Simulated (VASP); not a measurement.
# Ir (I4/mmm) in VASP: a series of runs, part 2 of 2

VASP 6.6.1. Earlier steps stand in the parts before.

### 3 Electric field gradients, PBE (zz strain of -2 %)

INCAR

```
SYSTEM = Ir
PREC = Accurate
ENCUT = 520
EDIFF = 1E-8
ISMEAR = -1
SIGMA = 0.05
LREAL = .FALSE.
LASPH = .TRUE.
NELM = 60
ALGO = Normal
ISIF = 2
LWAVE = .FALSE.
LCHARG = .FALSE.
GGA = PE
LEFG = .TRUE.
NBANDS = 10
```

KPOINTS

```
Automatic mesh
0
G
  15 15 15
  0 0 0
```

POSCAR

```
Ir
1.0
    0.0000000000      1.9197000000      1.8813060000
    1.9197000000      0.0000000000      1.8813060000
    1.9197000000      1.9197000000      0.0000000000
Ir
1
Direct
    0.0000000000      0.0000000000      0.0000000000
```

Potentials or basis: VASP PAW PBE potentials, release 64 (Ir).

On the command line:

```sh
$ cat potpaw_PBE.64/Ir/POTCAR > POTCAR
$ mpirun -np 1 vasp_std > vasp.out
```

OUTCAR:

```text
SYSTEM = Ir
   PREC = Accurate
   ENCUT = 520
   EDIFF = 1E-8
   ISMEAR = -1
   LREAL = .FALSE.
   LASPH = .TRUE.
   NELM = 60
   ISIF = 2
   GGA = PE

 ion  position               nearest neighbor table
   1  0.000  0.000  0.000-

  LATTYP: Found a body centered tetragonal cell.
 ALAT       =     2.7148657757
 C/A-ratio  =     1.3859292911

  Lattice vectors:

 A1 = (   0.0000000000,  -1.9197000000,  -1.8813060000)
 A2 = (   0.0000000000,   1.9197000000,  -1.8813060000)
 A3 = (   1.9197000000,   0.0000000000,   1.8813060000)

Analysis of symmetry for initial positions (statically):
=====================================================================
 Subroutine PRICEL returns:
 Original cell was already a primitive cell.

 Routine SETGRP: Setting up the symmetry group for a
 body centered tetragonal supercell.

 Subroutine GETGRP returns: Found 16 space group operations
 (whereof 16 operations were pure point group operations)
 out of a pool of 16 trial point group operations.

The static configuration has the point symmetry D_4h.

Analysis of symmetry for dynamics (positions and initial velocities):
=====================================================================
 Subroutine PRICEL returns:
 Original cell was already a primitive cell.

 Routine SETGRP: Setting up the symmetry group for a
 body centered tetragonal supercell.

 Subroutine GETGRP returns: Found 16 space group operations
 (whereof 16 operations were pure point group operations)
 out of a pool of 16 trial point group operations.

The dynamic configuration has the point symmetry D_4h.

 Subroutine INISYM returns: Found 16 space group operations
 (whereof 16 operations are pure point group operations),
[... 149 lines left out ...]
  band No.  band energies     occupation
      1      -0.5787      2.00000
      2       6.6655      2.00000
      3       6.6655      2.00000
      4       6.9307      2.00000
      5       9.3457      2.00000
      6       9.7022      2.00000
      7      25.0491      0.00000
      8      30.5270      0.00000
      9      30.5270      0.00000
     10      31.2061      0.00000
[... 287 lines left out ...]
 k-point    24 :       0.2000    0.1333    0.0000
  band No.  band energies     occupation
      1       1.1425      2.00000
      2       5.7606      2.00000
      3       7.5374      2.00000
      4       7.5650      2.00000
      5       8.5909      2.00000
      6       9.8740      2.00000
      7      27.8299      0.00000
      8      27.9372      0.00000
      9      31.0436      0.00000
     10      31.6340      0.00000

 [... further k-points ...]
[... 5 lines left out ...]
  --------------------------------------------------------------------------------------
  -------------------------------------------------------------------------------------
  Total        1.3271420      1.3271420      2.0387550      0.0000000      0.0000000      0.0000000
  in kB      153.3457783    153.3457783    235.5697100      0.0000000      0.0000000      0.0000000
  external PRESSURE =     180.7537556 kB  Pullay stress =       0.0000000 kB

 VOLUME and BASIS-vectors are now :
 -----------------------------------------------------------------------------
  energy-cutoff  :      520.00
  volume of cell :       13.87
      direct lattice vectors                 reciprocal lattice vectors
     0.000000000  1.919700000  1.881306000    -0.260457363  0.260457363  0.265772820
     1.919700000  0.000000000  1.881306000     0.260457363 -0.260457363  0.265772820
     1.919700000  1.919700000  0.000000000     0.260457363  0.260457363 -0.265772820

 POSITION                                       TOTAL-FORCE (eV/Angst)
 -----------------------------------------------------------------------------------
      0.00000      0.00000      0.00000         0.000000     -0.000000      0.000000
 -----------------------------------------------------------------------------------
    total drift:                                0.000000      0.000000     -0.000000

  FREE ENERGIE OF THE ION-ELECTRON SYSTEM (eV)
  ---------------------------------------------------
  free  energy   TOTEN  =        -8.8195412815 eV

  energy  without entropy=       -8.8117587037  energy(sigma->0) =       -8.81564999

 Electric field gradients (V/A^2)
---------------------------------------------------------------------
 ion       V_xx      V_yy      V_zz      V_xy      V_xz      V_yz
---------------------------------------------------------------------
   1       7.583     7.583   -15.167     0.000     0.000     0.000
---------------------------------------------------------------------

 Electric field gradients after diagonalization (V/A^2)
 (convention: |V_zz| > |V_xx| > |V_yy|)
----------------------------------------------------------------------
 ion       V_xx      V_yy      V_zz     asymmetry (V_yy - V_xx)/ V_zz
----------------------------------------------------------------------
   1       7.584     7.583   -15.167       0.000
----------------------------------------------------------------------

           NMR quadrupolar parameters

 Cq : quadrupolar parameter    Cq=e*Q*V_zz/h
 eta: asymmetry parameters     (V_yy - V_xx)/ V_zz
 Q  : nuclear electric quadrupole moment in mb (millibarn)
----------------------------------------------------------------------
 ion       Cq(MHz)       eta       Q (mb)
----------------------------------------------------------------------
   1      -0.037       0.000       1.000
----------------------------------------------------------------------
```

Run time: 27 s. Hardware: 1 thread of Intel Xeon 6975P-C, shared host; peak memory 0.16 GiB.

What came out:

```
Free energy : -8.8195 eV
Pressure    : 18.1 GPa
```

Stress tensor (GPa, compression positive):
```
15.33  0.00  0.00
 0.00 15.33  0.00
 0.00  0.00 23.56
```

Electric field gradients, principal values (V/Å²):
| atom | least | middle | greatest (by size) |
| --- | --- | --- | --- |
| 1 Ir | 7.583 | 7.584 | -15.167 |

Caveat: the cell differs from its parent crystal (zz strain of -2 %); without QUAD_EFG the Cq values of the log hold for a quadrupole moment of 1 mb, not for the nuclei; spin-orbit coupling is left out, which moves the levels of the heavy elements.

### 4 Electric field gradients, PBE (equal xx and yy strain of -1 %)

INCAR

```
SYSTEM = Ir
PREC = Accurate ; ENCUT = 520
EDIFF = 1E-8 ; ISMEAR = -1
SIGMA = 0.05 ; LREAL = .FALSE.
LASPH = .TRUE. ; NELM = 100
ALGO = Normal ; ISIF = 2
LWAVE = .FALSE. ; LCHARG = .FALSE.
GGA = PE ; LEFG = .TRUE.
NBANDS = 10
```

KPOINTS

```
regular mesh
0
G
  15 15 15
  0 0 0
```

POSCAR

```
Ir
1.0
    0.0000000000      1.9005030000      1.9197000000
    1.9005030000      0.0000000000      1.9197000000
    1.9005030000      1.9005030000      0.0000000000
Ir
1
Direct
    0.0000000000      0.0000000000      0.0000000000
```

Potentials or basis: VASP PAW PBE potentials, release 64 (Ir).

On the command line:

```sh
$ cat potpaw_PBE.64/Ir/POTCAR > POTCAR
$ mpirun -np 1 vasp_std > vasp.out
```

OUTCAR:

```text
SYSTEM = Ir
   PREC = Accurate
   ENCUT = 520
   EDIFF = 1E-8
   ISMEAR = -1
   LREAL = .FALSE.
   LASPH = .TRUE.
   NELM = 100
   ISIF = 2
   GGA = PE

 ion  position               nearest neighbor table
   1  0.000  0.000  0.000-

  LATTYP: Found a body centered tetragonal cell.
 ALAT       =     2.6877171179
 C/A-ratio  =     1.4284985479

  Lattice vectors:

 A1 = (  -1.9005030000,   0.0000000000,   1.9197000000)
 A2 = (   1.9005030000,   0.0000000000,   1.9197000000)
 A3 = (   0.0000000000,   1.9005030000,  -1.9197000000)

Analysis of symmetry for initial positions (statically):
[... 515 lines left out ...]

  FREE ENERGIE OF THE ION-ELECTRON SYSTEM (eV)
  ---------------------------------------------------
  free  energy   TOTEN  =        -8.8233094319 eV

  energy  without entropy=       -8.8155247392  energy(sigma->0) =       -8.81941709

 Electric field gradients (V/A^2)
---------------------------------------------------------------------
 ion       V_xx      V_yy      V_zz      V_xy      V_xz      V_yz
---------------------------------------------------------------------
   1      -3.879    -3.879     7.758     0.000     0.000     0.000
---------------------------------------------------------------------

 Electric field gradients after diagonalization (V/A^2)
 (convention: |V_zz| > |V_xx| > |V_yy|)
----------------------------------------------------------------------
 ion       V_xx      V_yy      V_zz     asymmetry (V_yy - V_xx)/ V_zz
----------------------------------------------------------------------
   1      -3.879    -3.879     7.758       0.000
----------------------------------------------------------------------

           NMR quadrupolar parameters

 Cq : quadrupolar parameter    Cq=e*Q*V_zz/h
 eta: asymmetry parameters     (V_yy - V_xx)/ V_zz
 Q  : nuclear electric quadrupole moment in mb (millibarn)
----------------------------------------------------------------------
 ion       Cq(MHz)       eta       Q (mb)
----------------------------------------------------------------------
   1       0.019       0.000       1.000
----------------------------------------------------------------------
```

stdout:

```text
POSCAR found type information on POSCAR Ir
 POSCAR found :  1 types and       1 ions
 scaLAPACK will be used
 LDA part: xc-table for (Slater+PW92), standard interpolation
 POSCAR, INCAR and KPOINTS ok, starting setup
 FFT: planning ... GRIDC
 FFT: planning ... GRID_SOFT
 FFT: planning ... GRID
 WAVECAR not read
 entering main loop
ion   1
```

Wall time 24 s (1 thread of Intel Xeon 6975P-C, shared host); peak memory 0.16 GiB.

What came out:

```yaml
Free_energy: -8.8233 eV
Pressure: 18.0 GPa
```

Levels at points of the mesh, in eV from the Fermi level:
```csv
k point,band 2,band 3,band 4,band 5,band 6,band 7
"(0.00, 0.00, 0.00)",-4.15,-4.02,-4.02,-1.38,-1.20,14.23
```

Electric field gradients, principal values (V/Å²):
| atom | least | middle | greatest (by size) |
| --- | --- | --- | --- |
| 1 Ir | -3.879 | -3.879 | 7.758 |

Caveat: the cell differs from its parent crystal (equal xx and yy strain of -1 %); without QUAD_EFG the Cq values of the log hold for a quadrupole moment of 1 mb, not for the nuclei; spin-orbit coupling is left out, which moves the levels of the heavy elements.
